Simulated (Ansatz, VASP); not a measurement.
Mn2AlCu3: VASP beside Ansatz

```xyz
6
Lattice="6.0319 0.0000 0.0000 -3.0159 5.2238 0.0000 0.0000 0.0000 4.1241" Properties=species:S:1:pos:R:3 pbc="T T T"
Mn    0.0000    3.4825    3.1474
Mn    0.0000    3.4825    0.9767
Al    3.0159    1.7413    2.0621
Cu    4.8960    0.6558    2.0621
Cu    3.0159    3.9121    2.0621
Cu    1.1359    0.6558    2.0621
```

Alike in both runs: functional PBE; k mesh 6 × 6 × 4; occupations gaussian, width 0.1 eV; collinear spin.

Ansatz relaxed the structure, and its values are those at the end. VASP's run is a single point on that final structure, the one shown.

|  | VASP | Ansatz |
| --- | --- | --- |
| version | VASP 6.6.1 | Ansatz 0.2.0 |
| potentials or method | VASP PAW PBE potentials, release 64 (Mn_pv, Al, Cu), cutoff 520 eV | scalar-relativistic, plane waves, PAW |
| valence electrons in the cell | 62 | 90 |

```tsv
	VASP	Ansatz	Ansatz less VASP
gap on the k mesh at the Fermi level (eV)	none	none	-
pressure (GPa)	0.6	0.0	-0.56
rms of the force components (eV/Å)	0.165	0.001	-0.1638
net moment per atom (μB)	0.73	0.72	-0.002
size of the moment on the site where the two differ most (μB)	2.08	1.79	-0.295
```

Site moments also hang on the region over which each program counts them. A gap of «none» marks a metal or a gap that the smearing closes. One of these differences is far larger than is usual between the two programs; its cause wasn't traced. The functional is the same, so the differences come from potentials, cutoffs and numerics. VASP's potentials hold 62 valence electrons a cell and Ansatz's 90, so a difference there can come from the potentials and not from the codes.

The k mesh is coarse, so the values compare programs but aren't converged.
